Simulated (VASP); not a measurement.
# SiC (P1) in VASP: single point with PBE

Aim: the single point of SiC with PBE.

All numbers are computed with VASP 6.6.1; they aren't measurements. Logs are shortened: lines on timing, memory, paths and dates and some standing lists are left out, and cuts for length are marked.

## (1) The cell of the first run

The typed cell holds 8 atoms: a = 3.081 Å, b = 3.128 Å, c = 10.111 Å, α = 90.78°, β = 91.54°, γ = 120.48°.

## (2) Single point, PBE (atoms moved at random and the cell strained at random)

INCAR reads:

```
SYSTEM = SiC
ALGO = Normal
EDIFF = 1E-6
ENCUT = 520
GGA = PE
ISIF = 2
ISMEAR = 0
LASPH = .TRUE.
LCHARG = .TRUE.
LELF = .TRUE.
LREAL = .FALSE.
LVHAR = .TRUE.
LWAVE = .FALSE.
NBANDS = 26
NELM = 60
PREC = Accurate
SIGMA = 0.05
```

KPOINTS reads:

```
k-points
0
G
  12 12 4
  0 0 0
```

POSCAR reads:

```
SiC
1.0
    3.0806140562     -0.0268228563     -0.0416160634
   -1.5635363030      2.7087932371     -0.0212258634
   -0.1362400935     -0.1588959913     10.1087695768
Si C
4 4
Direct
    0.6895912385      0.3768045104      0.9334951429
    0.3418198842      0.6720810189      0.4418820834
   -0.0054288570     -0.0093385336      0.6818422490
   -0.0095457051     -0.0210842649      0.1880538766
    0.6680912539      0.3206989611      0.7539598007
    0.3082237059      0.6592149962      0.2497603543
    0.0251281134     -0.0034753981      0.5014441052
   -0.0178796338      0.0050987101      0.0015603880
```

Potentials or basis: VASP PAW PBE potentials, release 64 (Si, C).

On the command line:

```bash
> cat potpaw_PBE.64/Si/POTCAR potpaw_PBE.64/C/POTCAR > POTCAR
> mpirun -np 1 vasp_std > vasp.out
```

OUTCAR:

```text
SYSTEM = SiC
   EDIFF = 1E-6
   ENCUT = 520
   GGA = PE
   ISIF = 2
   ISMEAR = 0
   LASPH = .TRUE.
   LREAL = .FALSE.
   NELM = 60
   PREC = Accurate

 ion  position               nearest neighbor table
   1  0.690  0.377  0.933-   8 1.81   5 1.82   8 1.92   8 2.03   4 3.00   3 3.08   3 3.09
   2  0.342  0.672  0.442-   7 1.83   7 1.89   7 1.94   6 1.94   3 2.93   3 3.03   3 3.09   4 3.11
                             4 3.13   4 3.15
   3  0.995  0.991  0.682-   7 1.83   5 1.90   5 1.92   5 1.97   2 2.93   2 3.03   1 3.08   1 3.09
                             2 3.09
   4  0.990  0.979  0.188-   6 1.82   8 1.89   6 1.92   6 1.94   1 3.00   2 3.11   2 3.13   2 3.15

   5  0.668  0.321  0.754-   1 1.82   3 1.90   3 1.92   3 1.97
   6  0.308  0.659  0.250-   4 1.82   4 1.92   4 1.94   2 1.94
   7  0.025  0.997  0.501-   3 1.83   2 1.83   2 1.89   2 1.94
   8  0.982  0.005  0.002-   1 1.81   4 1.89   1 1.92   1 2.03

  LATTYP: Found a triclinic cell.
 ALAT       =     3.0810118996
 B/A-ratio  =     1.0151612692
 C/A-ratio  =     3.6464837233
 COS(alpha) =     0.0121277229
 COS(beta)  =     0.3830944714
 COS(gamma) =     0.5072794473

  Lattice vectors:

 A1 = (  -3.0806140562,   0.0268228563,   0.0416160634)
 A2 = (  -1.5635363030,   2.7087932371,  -0.0212258634)
 A3 = (  -4.4614517159,  -2.4962515332, -10.0043115866)

Analysis of symmetry for initial positions (statically):
=====================================================================
 Subroutine PRICEL returns:
 Original cell was already a primitive cell.

 Routine SETGRP: Setting up the symmetry group for a
 triclinic supercell.

 Subroutine GETGRP returns: Found  1 space group operations
 (whereof  1 operations were pure point group operations)
 out of a pool of  2 trial point group operations.

The static configuration has the point symmetry C_1 .

Analysis of symmetry for dynamics (positions and initial velocities):
=====================================================================
 Subroutine PRICEL returns:
 Original cell was already a primitive cell.

 Routine SETGRP: Setting up the symmetry group for a
 triclinic supercell.

 Subroutine GETGRP returns: Found  1 space group operations
 (whereof  1 operations were pure point group operations)
 out of a pool of  2 trial point group operations.

The dynamic configuration has the point symmetry C_1 .

 Subroutine INISYM returns: Found  1 space group operations
 (whereof  1 operations are pure point group operations),
 and found     1 'primitive' translations

----------------------------------------------------------------------------------------

                                     Primitive cell

  volume of cell :      83.8950

  direct lattice vectors                    reciprocal lattice vectors
     3.080614056 -0.026822856 -0.041616063     0.326350692  0.188429805  0.007360222
    -1.563536303  2.708793237 -0.021225863     0.003310789  0.371125155  0.005878199
    -0.136240093 -0.158895991 10.108769577     0.001350481  0.001555002  0.098966651

  length of vectors
     3.081011900  3.127723950 10.110936240     0.376914763  0.371186469  0.098988080

  position of ions in fractional coordinates (direct lattice)
     0.689591239  0.376804510  0.933495143
     0.341819884  0.672081019  0.441882083
     0.994571143  0.990661466  0.681842249
     0.990454295  0.978915735  0.188053877
     0.668091254  0.320698961  0.753959801
     0.308223706  0.659214996  0.249760354
     0.025128113  0.996524602  0.501444105
     0.982120366  0.005098710  0.001560388

  ion indices of the primitive-cell ions
   primitive index   ion index
                 1           1
                 2           2
                 3           3
                 4           4
                 5           5
                 6           6
                 7           7
                 8           8

----------------------------------------------------------------------------------------

 KPOINTS: k-points

Automatic generation of k-mesh.
 Grid dimensions read from file:
 generate k-points for:   12   12    4

 Generating k-lattice:

  Cartesian coordinates                     Fractional coordinates (reciprocal lattice)
     0.027195891  0.015702484  0.000613352     0.083333333 -0.000000000  0.000000000
     0.000275899  0.030927096  0.000489850     0.000000000  0.083333333  0.000000000
     0.000337620  0.000388751  0.024741663     0.000000000  0.000000000  0.250000000

  Length of vectors
     0.031409564  0.030932206  0.024747020

  Shift w.r.t. Gamma in fractional coordinates (k-lattice)
     0.000000000  0.000000000  0.000000000

 Subroutine IBZKPT returns following result:
 ===========================================

 Found    292 irreducible k-points:

 Following reciprocal coordinates:
            Coordinates               Weight
  0.000000  0.000000  0.000000      1.000000
  0.083333 -0.000000  0.000000      2.000000
  0.166667 -0.000000  0.000000      2.000000
  0.250000 -0.000000  0.000000      2.000000
  0.333333 -0.000000  0.000000      2.000000
  0.416667  0.000000  0.000000      2.000000
[... 16 lines left out ...]
  0.250000  0.166667  0.000000      2.000000
  0.333333  0.166667  0.000000      2.000000
 [... further k-points ...]
   k-points           NKPTS =    292   k-points in BZ     NKDIM =    292   number of bands    NBANDS=     26
   number of dos      NEDOS =    301   number of ions     NIONS =      8
   total plane-waves  NPLWV =  46080
   dimension x,y,z NGX =    24 NGY =   24 NGZ =   80
   dimension x,y,z NGXF=    48 NGYF=   48 NGZF=  160
   ions per type =               4   4
   NGX,Y,Z   is equivalent  to a cutoff of  12.95, 12.76, 13.15 a.u.
   NGXF,Y,Z  is equivalent  to a cutoff of  25.90, 25.51, 26.31 a.u.
 SYSTEM =  SiC
   PREC   = accura    normal or accurate (medium, high low for compatibility)
   ISTART =      0    job   : 0-new  1-cont  2-samecut
   ICHARG =      2    charge: 1-file 2-atom 10-const
   ISPIN  =      1    spin polarized calculation?
   LNONCOLLINEAR =      F non collinear calculations
   LSORBIT =      F    spin-orbit coupling
   LASPH  =      T    aspherical Exc in radial PAW
   ENCUT  =  520.0 eV  38.22 Ry    6.18 a.u.   5.73  5.82 18.80*2*pi/ulx,y,z
   NELM   =     60;   NELMIN=  2; NELMDL= -5     # of ELM steps
   EDIFF  = 0.1E-05   stopping-criterion for ELM
   LREAL  =      F    real-space projection
   EDIFFG = 0.1E-04   stopping-criterion for IOM
   NSW    =      0    number of steps for IOM
   IBRION =     -1    ionic relax: 0-MD 1-quasi-New 2-CG
   NFREE  =      0    steps in history (QN), initial steepest desc. (CG)
   ISIF   =      2    stress and relaxation
   ISYM   =      2    0-nonsym 1-usesym 2-fastsym
   POTIM  = 0.5000    time-step for ionic-motion
   TEBEG  =    0.0;   TEEND  =   0.0 temperature during run
   PSTRESS=    0.0 pullay stress
   NELECT =      32.0000    total number of electrons
   NUPDOWN=      -1.0000    fix difference up-down
   EMIN   =  10.00;   EMAX   =-10.00  energy-range for DOS
   EFERMI =   0.00;   METHOD = LEGACY
   ISMEAR =     0;   SIGMA  =   0.05  broadening in eV -4-tet -1-fermi 0-gaus
   EFERMI_NEDOS =   21; number of points for ismear=-14 and -15
   IALGO  =     38    algorithm
   IMIX   =      4    mixing-type and parameters
     AMIX     =   0.40;   BMIX     =  1.00
     AMIX_MAG =   1.60;   BMIX_MAG =  1.00
  volume/ion in A,a.u.               =      10.49        70.77
  Fermi-wavevector in a.u.,A,eV,Ry     =   1.187261  2.243598 19.178611  1.409588
  Thomas-Fermi vector in A             =   2.323416
   LORBIT       =      0    0 simple, 1 ext, 2 COOP (PROOUT), +10 PAW based schemes
   GGA     = PE    functional components
   LHFCALC =     F    Hartree Fock is set to
   AEXX    =    0.0000 exact exchange contribution
   IVDW    =     0    specifies the selected vdW correction
   LEPSILON=     F    determine dielectric tensor
   LRPA    =     F    only Hartree local field effects (RPA)
 non-spin polarized calculation
 Gauss-broadening in eV      SIGMA  =   0.05
  energy-cutoff  :      520.00
  volume of cell :       83.90
 maximum number of plane-waves:      2278
   NGX = 11   NGY = 11   NGZ = 37

 number of electron      32.0000000 magnetization

 Free energy of the ion-electron system (eV)
  ---------------------------------------------------
  ext. energy  EPLUGINS =         0.00000000
  ---------------------------------------------------
  free energy    TOTEN  =       -59.68425518 eV

  energy without entropy =      -59.68425518  energy(sigma->0) =      -59.68425518

 E-fermi :   8.9599     XC(G=0): -11.2976

 val. band max:        8.6834637120   @ k =   0.0000   0.0000   0.0000
 cond. band min:       9.8052956960   @ k =   0.5000  -0.0000   0.0000
 fundamental gap:      1.1218319840
 Fermi energy:         8.9598792445

 k-point     1 :       0.0000    0.0000    0.0000
  band No.  band energies     occupation
      1      -7.4990      2.00000
      2      -6.2229      2.00000
      3      -6.0465      2.00000
      4      -3.7150      2.00000
      5      -0.6446      2.00000
      6       3.5344      2.00000
[... 18 lines left out ...]
     25      15.4471      0.00000
     26      15.8209      0.00000

 k-point     2 :       0.0833   -0.0000    0.0000
  band No.  band energies     occupation
      1      -7.3783      2.00000
      2      -6.1109      2.00000
      3      -5.9245      2.00000
      4      -3.6142      2.00000
      5      -0.5336      2.00000
      6       3.5487      2.00000
[... 18 lines left out ...]
     25      15.4429      0.00000
     26      15.7238      0.00000

 k-point     3 :       0.1667   -0.0000    0.0000
  band No.  band energies     occupation
      1      -7.0193      2.00000
      2      -5.7781      2.00000
      3      -5.5645      2.00000
      4      -3.3214      2.00000
      5      -0.2111      2.00000
      6       3.5173      2.00000
[... 18 lines left out ...]
     25      16.0439      0.00000
     26      16.2639      0.00000

 k-point     4 :       0.2500   -0.0000    0.0000
  band No.  band energies     occupation
      1      -6.4338      2.00000
      2      -5.2385      2.00000
      3      -4.9860      2.00000
      4      -2.8751      2.00000
      5       0.2721      2.00000
      6       2.6973      2.00000
[... 18 lines left out ...]
     25      16.3555      0.00000
     26      17.0278      0.00000

 k-point     5 :       0.3333   -0.0000    0.0000
  band No.  band energies     occupation
      1      -5.6507      2.00000
      2      -4.5343      2.00000
      3      -4.2376      2.00000
      4      -2.3933      2.00000
      5       0.6008      2.00000
      6       1.4351      2.00000
[... 18 lines left out ...]
     25      16.4391      0.00000
     26      17.0600      0.00000

 k-point     6 :       0.4167    0.0000    0.0000
  band No.  band energies     occupation
      1      -4.7538      2.00000
      2      -3.8021      2.00000
      3      -3.4829      2.00000
      4      -2.1830      2.00000
      5      -0.0264      2.00000
      6       0.4916      2.00000
[... 427 lines left out ...]
 k-point    21 :       0.0833    0.1667    0.0000
  band No.  band energies     occupation
      1      -6.6855      2.00000
      2      -5.4588      2.00000
      3      -5.2294      2.00000
      4      -3.0560      2.00000
      5       0.0721      2.00000
      6       3.2723      2.00000
[... 18 lines left out ...]
     25      15.9539      0.00000
     26      16.3473      0.00000

 k-point    22 :       0.1667    0.1667    0.0000
  band No.  band energies     occupation
      1      -6.1132      2.00000
      2      -4.9340      2.00000
      3      -4.6639      2.00000
      4      -2.6459      2.00000
      5       0.5060      2.00000
      6       2.5293      2.00000
[... 18 lines left out ...]
     25      16.1687      0.00000
     26      16.3485      0.00000

 k-point    23 :       0.2500    0.1667    0.0000
  band No.  band energies     occupation
      1      -5.3510      2.00000
      2      -4.2531      2.00000
      3      -3.9396      2.00000
      4      -2.2304      2.00000
      5       0.7781      2.00000
      6       1.5484      2.00000
[... 18 lines left out ...]
     25      16.2547      0.00000
     26      16.3930      0.00000

 k-point    24 :       0.3333    0.1667    0.0000
  band No.  band energies     occupation
      1      -4.4841      2.00000
      2      -3.5526      2.00000
      3      -3.2226      2.00000
      4      -2.0937      2.00000
      5       0.2581      2.00000
      6       0.6865      2.00000
[... 18 lines left out ...]
     25      16.0000      0.00000
     26      16.9157      0.00000

 [... further k-points ...]

------------------------ aborting loop because EDIFF is reached ----------------------------------------

  FORCE on cell =-STRESS in cart. coord.  units (eV):
  Direction    XX          YY          ZZ          XY          YZ          ZX
  --------------------------------------------------------------------------------------
  -------------------------------------------------------------------------------------
  Total        0.8410668     -1.0897309      2.5389628      0.3463695      3.2579121      2.0468240
  in kB       16.0621970    -20.8110374     48.4876131      6.6147601     62.2176817     39.0890360
  external PRESSURE =      14.5795909 kB  Pullay stress =       0.0000000 kB

 VOLUME and BASIS-vectors are now :
 -----------------------------------------------------------------------------
  energy-cutoff  :      520.00
  volume of cell :       83.90
      direct lattice vectors                 reciprocal lattice vectors
     3.080614056 -0.026822856 -0.041616063     0.326350692  0.188429805  0.007360222
    -1.563536303  2.708793237 -0.021225863     0.003310789  0.371125155  0.005878199
    -0.136240093 -0.158895991 10.108769577     0.001350481  0.001555002  0.098966651

 POSITION                                       TOTAL-FORCE (eV/Angst)
 -----------------------------------------------------------------------------------
      1.40804      0.85386      9.39979        -0.549789     -2.139947      1.701638
     -0.05801      1.74115      4.43839         0.697790     -0.757496     -1.577144
      1.42206      2.54848      6.83017         0.319368     -0.160064      2.558911
      1.49502      2.59523      1.83900        -1.411779      0.866247     -0.304891
      1.45399      0.73099      7.58700        -0.111042      0.543410     -2.493851
     -0.11522      1.73772      2.49795         1.427223     -0.587518      0.820999
     -1.54901      2.61903      5.04679        -1.138055      0.640260     -0.287572
      3.01735     -0.01278     -0.02521         0.766285      1.595107     -0.418090
 -----------------------------------------------------------------------------------
    total drift:                                0.000097      0.000239     -0.000416

  FREE ENERGIE OF THE ION-ELECTRON SYSTEM (eV)
  ---------------------------------------------------
  free  energy   TOTEN  =       -59.6842551843 eV

  energy  without entropy=      -59.6842551843  energy(sigma->0) =      -59.68425518
```

Run time: 15 min. Hardware: 1 thread of Intel Xeon 8259CL, shared host; peak memory 0.55 GiB.

Results:

| Item | Value |
| --- | --- |
| Free energy | -59.6843 eV |
| Pressure | 1.5 GPa |
| Largest force | 2.789 eV/Å |
| Band gap on the k mesh | 1.12 eV (least direct gap 2.58 eV) |

Forces in eV/Å, atoms in the order of the input:
```
Si  -0.550 -2.140  1.702
Si   0.698 -0.757 -1.577
Si   0.319 -0.160  2.559
Si  -1.412  0.866 -0.305
C   -0.111  0.543 -2.494
C    1.427 -0.588  0.821
C   -1.138  0.640 -0.288
C    0.766  1.595 -0.418
```

Caveat: the cell differs from its parent crystal (atoms moved at random and the cell strained at random); the stress differs along the axes, from -2 to 5 GPa; forces of over 1 eV/Å act on the atoms, so gaps and moduli don't describe the material at rest. A k mesh can miss the band edges.
